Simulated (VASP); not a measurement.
# ZnO (P6_3mc) in VASP: further runs

ZnO is run at these levels: PBE, r2SCAN; tasks: single point.

Program: VASP 6.6.1. These are calculated values, not measurements. Logs are shortened: lines on timing, memory, paths and dates and some standing lists are left out, and cuts for length are marked.

## Step 1: The cell of the first run

It takes space group P6_3mc (No. 186, hexagonal). The conventional cell has a = 3.235 Å, b = 3.235 Å, c = 5.143 Å, α = 90.00°, β = 90.00°, γ = 120.00°. Within 2.6 Å of Zn (site symmetry 3m) lie 4 O at 1.96 to 1.97 Å. O (site symmetry 3m) has 4 Zn at 1.96 to 1.97 Å within 2.6 Å.

## Step 2: Single point, PBE (uniaxial z strain -1.3%)

Input file INCAR:

```
ALGO = Normal
EDIFF = 1E-6
ENCUT = 910
GGA = PE
GGA_COMPAT = False
ISIF = 2
ISMEAR = -1
LASPH = True
LCHARG = False
LREAL = False
LWAVE = False
NBANDS = 26
NELM = 120
PREC = Accurate
SIGMA = 0.02
```

Input file KPOINTS:

```
k-points
0
Gamma
  12 12 6
```

Input file POSCAR:

```
ZnO
1.0
    3.2353408661      0.0000000001      0.0000000000
   -1.6176704331      2.8018873799      0.0000000000
    0.0000000000      0.0000000000      5.1426883557
Zn O
2 2
Direct
    0.3333333333      0.6666666667     -0.0041254346
    0.6666666667      0.3333333333      0.4958745654
    0.3333333333      0.6666666667      0.3791254346
    0.6666666667      0.3333333333      0.8791254346
```

Potentials or basis: VASP PAW PBE potentials, release 64 (Zn, O_h).

Command:

```sh
$ cat potpaw_PBE.64/Zn/POTCAR potpaw_PBE.64/O_h/POTCAR > POTCAR
$ mpirun -np 1 vasp_std > vasp.out
```

OUTCAR:

```text
EDIFF = 1E-6
   ENCUT = 910
   GGA = PE
   ISIF = 2
   ISMEAR = -1
   LASPH = True
   LREAL = False
   NELM = 120
   PREC = Accurate

 ion  position               nearest neighbor table
   1  0.333  0.667  0.996-   4 1.96   4 1.96   4 1.96   3 1.97
   2  0.667  0.333  0.496-   3 1.96   3 1.96   3 1.96   4 1.97
   3  0.333  0.667  0.379-   2 1.96   2 1.96   2 1.96   1 1.97
   4  0.667  0.333  0.879-   1 1.96   1 1.96   1 1.96   2 1.97

  LATTYP: Found a hexagonal cell.
 ALAT       =     3.2353408661
 C/A-ratio  =     1.5895352510

  Lattice vectors:

 A1 = (   3.2353408661,   0.0000000001,   0.0000000000)
 A2 = (  -1.6176704331,   2.8018873799,   0.0000000000)
 A3 = (   0.0000000000,   0.0000000000,   5.1426883557)

Analysis of symmetry for initial positions (statically):
=====================================================================
 Subroutine PRICEL returns:
 Original cell was already a primitive cell.

 Routine SETGRP: Setting up the symmetry group for a
 hexagonal supercell.

 Subroutine GETGRP returns: Found 12 space group operations
 (whereof  6 operations were pure point group operations)
 out of a pool of 24 trial point group operations.

The static configuration has the point symmetry C_3v.
 The point group associated with its full space group is C_6v.

Analysis of symmetry for dynamics (positions and initial velocities):
=====================================================================
 Subroutine PRICEL returns:
 Original cell was already a primitive cell.

 Routine SETGRP: Setting up the symmetry group for a
 hexagonal supercell.

 Subroutine GETGRP returns: Found 12 space group operations
 (whereof  6 operations were pure point group operations)
 out of a pool of 24 trial point group operations.

The dynamic configuration has the point symmetry C_3v.
 The point group associated with its full space group is C_6v.

 Subroutine INISYM returns: Found 12 space group operations
 (whereof  6 operations are pure point group operations),
 and found     1 'primitive' translations

----------------------------------------------------------------------------------------

                                     Primitive cell

  volume of cell :      46.6188

  direct lattice vectors                    reciprocal lattice vectors
     3.235340866  0.000000000  0.000000000     0.309086443  0.178451141  0.000000000
    -1.617670433  2.801887380  0.000000000    -0.000000000  0.356902282  0.000000000
     0.000000000  0.000000000  5.142688356     0.000000000  0.000000000  0.194450826

  length of vectors
     3.235340866  3.235340866  5.142688356     0.356902282  0.356902282  0.194450826

  position of ions in fractional coordinates (direct lattice)
     0.333333333  0.666666667  0.995874565
     0.666666667  0.333333333  0.495874565
     0.333333333  0.666666667  0.379125435
     0.666666667  0.333333333  0.879125435

  ion indices of the primitive-cell ions
   primitive index   ion index
                 1           1
                 2           2
                 3           3
                 4           4

----------------------------------------------------------------------------------------

 KPOINTS: k-points

Automatic generation of k-mesh.
 Grid dimensions read from file:
 generate k-points for:   12   12    6

 Generating k-lattice:

  Cartesian coordinates                     Fractional coordinates (reciprocal lattice)
     0.025757204  0.014870928  0.000000000     0.083333333 -0.000000000  0.000000000
    -0.000000000  0.029741857  0.000000000    -0.000000000  0.083333333  0.000000000
     0.000000000  0.000000000  0.032408471     0.000000000  0.000000000  0.166666667

  Length of vectors
     0.029741857  0.029741857  0.032408471

  Shift w.r.t. Gamma in fractional coordinates (k-lattice)
     0.000000000  0.000000000  0.000000000

 Subroutine IBZKPT returns following result:
 ===========================================

 Found     76 irreducible k-points:

 Following reciprocal coordinates:
            Coordinates               Weight
  0.000000  0.000000  0.000000      1.000000
  0.083333  0.000000  0.000000      6.000000
  0.166667  0.000000  0.000000      6.000000
  0.250000  0.000000  0.000000      6.000000
  0.333333  0.000000  0.000000      6.000000
  0.416667  0.000000  0.000000      6.000000
[... 16 lines left out ...]
  0.250000  0.000000  0.166667     12.000000
  0.333333  0.000000  0.166667     12.000000
 [... further k-points ...]
   k-points           NKPTS =     76   k-points in BZ     NKDIM =     76   number of bands    NBANDS=     26
   number of dos      NEDOS =    301   number of ions     NIONS =      4
   total plane-waves  NPLWV =  55296
   dimension x,y,z NGX =    32 NGY =   32 NGZ =   54
   dimension x,y,z NGXF=    64 NGYF=   64 NGZF=  108
   ions per type =               2   2
   NGX,Y,Z   is equivalent  to a cutoff of  16.44, 16.44, 17.46 a.u.
   NGXF,Y,Z  is equivalent  to a cutoff of  32.89, 32.89, 34.91 a.u.
 SYSTEM =  unknown system
   PREC   = accura    normal or accurate (medium, high low for compatibility)
   ISTART =      0    job   : 0-new  1-cont  2-samecut
   ICHARG =      2    charge: 1-file 2-atom 10-const
   ISPIN  =      1    spin polarized calculation?
   LNONCOLLINEAR =      F non collinear calculations
   LSORBIT =      F    spin-orbit coupling
   LASPH  =      T    aspherical Exc in radial PAW
   ENCUT  =  910.0 eV  66.88 Ry    8.18 a.u.   7.96  7.96 12.65*2*pi/ulx,y,z
   NELM   =    120;   NELMIN=  2; NELMDL= -5     # of ELM steps
   EDIFF  = 0.1E-05   stopping-criterion for ELM
   LREAL  =      F    real-space projection
   EDIFFG = 0.1E-04   stopping-criterion for IOM
   NSW    =      0    number of steps for IOM
   IBRION =     -1    ionic relax: 0-MD 1-quasi-New 2-CG
   NFREE  =      0    steps in history (QN), initial steepest desc. (CG)
   ISIF   =      2    stress and relaxation
   ISYM   =      2    0-nonsym 1-usesym 2-fastsym
   POTIM  = 0.5000    time-step for ionic-motion
   TEBEG  =    0.0;   TEEND  =   0.0 temperature during run
   PSTRESS=    0.0 pullay stress
   NELECT =      36.0000    total number of electrons
   NUPDOWN=      -1.0000    fix difference up-down
   EMIN   =  10.00;   EMAX   =-10.00  energy-range for DOS
   EFERMI =   0.00;   METHOD = LEGACY
   ISMEAR =    -1;   SIGMA  =   0.02  broadening in eV -4-tet -1-fermi 0-gaus
   EFERMI_NEDOS =   21; number of points for ismear=-14 and -15
   IALGO  =     38    algorithm
   IMIX   =      4    mixing-type and parameters
     AMIX     =   0.40;   BMIX     =  1.00
     AMIX_MAG =   1.60;   BMIX_MAG =  1.00
  volume/ion in A,a.u.               =      11.65        78.65
  Fermi-wavevector in a.u.,A,eV,Ry     =   1.501950  2.838273 30.692737  2.255853
  Thomas-Fermi vector in A             =   2.613254
   LORBIT       =      0    0 simple, 1 ext, 2 COOP (PROOUT), +10 PAW based schemes
   GGA     = PE    functional components
   LHFCALC =     F    Hartree Fock is set to
   AEXX    =    0.0000 exact exchange contribution
   IVDW    =     0    specifies the selected vdW correction
   LEPSILON=     F    determine dielectric tensor
   LRPA    =     F    only Hartree local field effects (RPA)
 non-spin polarized calculation
  energy-cutoff  :      910.00
  volume of cell :       46.62
 maximum number of plane-waves:      2937
 NGX is ok and might be reduce to    32
   NGX = 15   NGY = 15   NGZ = 25

 number of electron      36.0000002 magnetization

 Free energy of the ion-electron system (eV)
  ---------------------------------------------------
  ext. energy  EPLUGINS =         0.00000000
  ---------------------------------------------------
  free energy    TOTEN  =       -17.78784843 eV

  energy without entropy =      -17.78784843  energy(sigma->0) =      -17.78784843

 E-fermi :   2.1727     XC(G=0): -11.0257

 val. band max:        1.7195767352   @ k =   0.0000   0.0000   0.0000
 cond. band min:       2.5495754235   @ k =   0.0000   0.0000   0.0000
 fundamental gap:      0.8299986884
 Fermi energy:         2.1727432002

 k-point     1 :       0.0000    0.0000    0.0000
  band No.  band energies     occupation
      1     -16.5369      2.00000
      2     -15.7640      2.00000
      3      -4.0851      2.00000
      4      -4.0851      2.00000
      5      -4.0244      2.00000
      6      -3.9786      2.00000
[... 18 lines left out ...]
     25      15.9207      0.00000
     26      16.1053      0.00000

 k-point     2 :       0.0833    0.0000    0.0000
  band No.  band energies     occupation
      1     -16.4973      2.00000
      2     -15.7470      2.00000
      3      -4.1334      2.00000
      4      -4.0609      2.00000
      5      -3.9734      2.00000
      6      -3.9545      2.00000
[... 18 lines left out ...]
     25      16.0282      0.00000
     26      16.2135      0.00000

 k-point     3 :       0.1667    0.0000    0.0000
  band No.  band energies     occupation
      1     -16.3857      2.00000
      2     -15.7019      2.00000
      3      -4.2451      2.00000
      4      -3.9965      2.00000
      5      -3.9569      2.00000
      6      -3.8803      2.00000
[... 18 lines left out ...]
     25      15.9681      0.00000
     26      16.1664      0.00000

 k-point     4 :       0.2500    0.0000    0.0000
  band No.  band energies     occupation
      1     -16.2235      2.00000
      2     -15.6454      2.00000
      3      -4.3570      2.00000
      4      -3.9957      2.00000
      5      -3.9159      2.00000
      6      -3.7739      2.00000
[... 18 lines left out ...]
     25      15.1607      0.00000
     26      16.0497      0.00000
[... 496 lines left out ...]
      1     -16.3413      2.00000
      2     -15.7490      2.00000
      3      -4.2759      2.00000
      4      -4.0950      2.00000
      5      -3.9878      2.00000
      6      -3.9064      2.00000
[... 18 lines left out ...]
     25      15.1416      0.00000
     26      15.9296      0.00000

 k-point    23 :       0.2500    0.0000    0.1667
  band No.  band energies     occupation
      1     -16.1850      2.00000
      2     -15.6840      2.00000
      3      -4.3892      2.00000
      4      -4.1153      2.00000
      5      -3.9028      2.00000
      6      -3.8016      2.00000
[... 18 lines left out ...]
     25      15.1559      0.00000
     26      15.8984      0.00000

 k-point    24 :       0.3333    0.0000    0.1667
  band No.  band energies     occupation
      1     -16.0134      2.00000
      2     -15.6286      2.00000
      3      -4.4457      2.00000
      4      -4.1553      2.00000
      5      -3.8292      2.00000
      6      -3.6776      2.00000
[... 18 lines left out ...]
     25      15.2819      0.00000
     26      15.8482      0.00000

 [... further k-points ...]

------------------------ aborting loop because EDIFF is reached ----------------------------------------

  FORCE on cell =-STRESS in cart. coord.  units (eV):
  Direction    XX          YY          ZZ          XY          YZ          ZX
  --------------------------------------------------------------------------------------
  -------------------------------------------------------------------------------------
  Total        2.4784064      2.4784064      2.8849486      0.0000000      0.0000000      0.0000000
  in kB       85.1769674     85.1769674     99.1488624      0.0000000      0.0000000      0.0000000
  external PRESSURE =      89.8342658 kB  Pullay stress =       0.0000000 kB

 VOLUME and BASIS-vectors are now :
 -----------------------------------------------------------------------------
  energy-cutoff  :      910.00
  volume of cell :       46.62
      direct lattice vectors                 reciprocal lattice vectors
     3.235340866  0.000000000  0.000000000     0.309086443  0.178451141  0.000000000
    -1.617670433  2.801887380  0.000000000    -0.000000000  0.356902282  0.000000000
     0.000000000  0.000000000  5.142688356     0.000000000  0.000000000  0.194450826

 POSITION                                       TOTAL-FORCE (eV/Angst)
 -----------------------------------------------------------------------------------
     -0.00000      1.86792      5.12147         0.000000     -0.000000     -0.004475
      1.61767      0.93396      2.55013        -0.000000      0.000000     -0.004475
     -0.00000      1.86792      1.94972         0.000000     -0.000000      0.004475
      1.61767      0.93396      4.52107        -0.000000      0.000000      0.004475
 -----------------------------------------------------------------------------------
    total drift:                               -0.000000     -0.000000     -0.000861

  FREE ENERGIE OF THE ION-ELECTRON SYSTEM (eV)
  ---------------------------------------------------
  free  energy   TOTEN  =       -17.7878484327 eV

  energy  without entropy=      -17.7878484327  energy(sigma->0) =      -17.78784843
```

Wall time 4.7 min (1 thread of AMD EPYC 7R43 (Zen 3), shared host); peak memory 0.3 GiB.

Results:

```
Free energy            : -17.7878 eV
Pressure               : 9.0 GPa
Largest force          : 0.004 eV/Å
Band gap on the k mesh : 0.83 eV
```

Forces on the atoms (eV/Å):
```
Zn   0.000  0.000 -0.004
Zn   0.000  0.000 -0.004
O    0.000  0.000  0.004
O    0.000  0.000  0.004
```

Stress tensor (GPa, compression positive):
```
8.52 0.00 0.00
0.00 8.52 0.00
0.00 0.00 9.91
```

Caveat: the cell differs from its parent crystal (uniaxial z strain -1.3%); the cutoff is under 1.25 times the usual one of these potentials, so pressure, stress and relaxed cells hold a basis-set (Pulay) error; the cell stands under pressure.

## Step 3: Single point, r2SCAN (uniaxial z strain -1.3%)

POSCAR is that of step 2.

Input file INCAR.step1:

```
SYSTEM = ZnO
ALGO = Normal
EDIFF = 1E-5
ENCUT = 910
GGA = PE
GGA_COMPAT = .False.
ISMEAR = 0
LASPH = .True.
LCHARG = .False.
LREAL = .False.
LWAVE = .True.
NBANDS = 26
NELM = 120
PREC = Accurate
SIGMA = 0.01
```

Input file INCAR.step2:

```
SYSTEM = ZnO
ALGO = Normal
EDIFF = 1E-6
ENCUT = 910
GGA_COMPAT = .False.
ISIF = 2
ISMEAR = 0
ISTART = 1
LASPH = .True.
LCHARG = .False.
LMIXTAU = .True.
LREAL = .False.
LWAVE = .False.
METAGGA = R2SCAN
NBANDS = 26
NELM = 120
PREC = Accurate
SIGMA = 0.01
```

Input file KPOINTS:

```
k-points
0
Gamma
  12 12 6
  0 0 0
```

Potentials or basis: VASP PAW PBE potentials, release 64 (Zn, O_h).

Command:

```sh
$ cat potpaw_PBE.64/Zn/POTCAR potpaw_PBE.64/O_h/POTCAR > POTCAR
$ cp INCAR.step1 INCAR
$ mpirun -np 1 vasp_std > vasp.out
$ cp INCAR.step2 INCAR
$ mpirun -np 1 vasp_std > vasp.out
```

It took 8.2 min on 1 thread of Intel Xeon Platinum 8488C (Sapphire Rapids), shared host; peak memory 0.36 GiB.

Results (log left out):

- Free energy: -36.3297 eV
- Pressure: 2.9 GPa
- Band gap on the k mesh: 1.27 eV

Stress tensor (GPa, compression positive):
```
2.44 0.00 0.00
0.00 2.44 0.00
0.00 0.00 3.81
```

Levels at points of the mesh, in eV from the valence-band top:
```tsv
k point	band 14	band 15	band 16	band 17	band 18	band 19	band 20	band 21	band 22	band 23
(0.00, 0.00, 0.00)	-0.83	-0.83	-0.10	0.00	0.00	1.27	5.88	9.00	13.68	13.68
(0.50, 0.00, 0.00)	-3.67	-2.89	-2.40	-1.30	-0.91	6.49	7.37	8.22	9.34	11.55
(0.00, 0.00, 0.50)	-2.22	-0.41	-0.41	-0.41	-0.41	3.99	3.99	10.97	10.97	13.98
(0.50, 0.00, 0.50)	-3.81	-1.61	-1.61	-1.38	-1.38	6.31	6.31	9.26	9.26	12.06
```

Caveat: the cell differs from its parent crystal (uniaxial z strain -1.3%); the cutoff is under 1.25 times the usual one of these potentials, so pressure, stress and relaxed cells hold a basis-set (Pulay) error; the PAW data sets were made with another functional, which shifts forces and pressure a little.
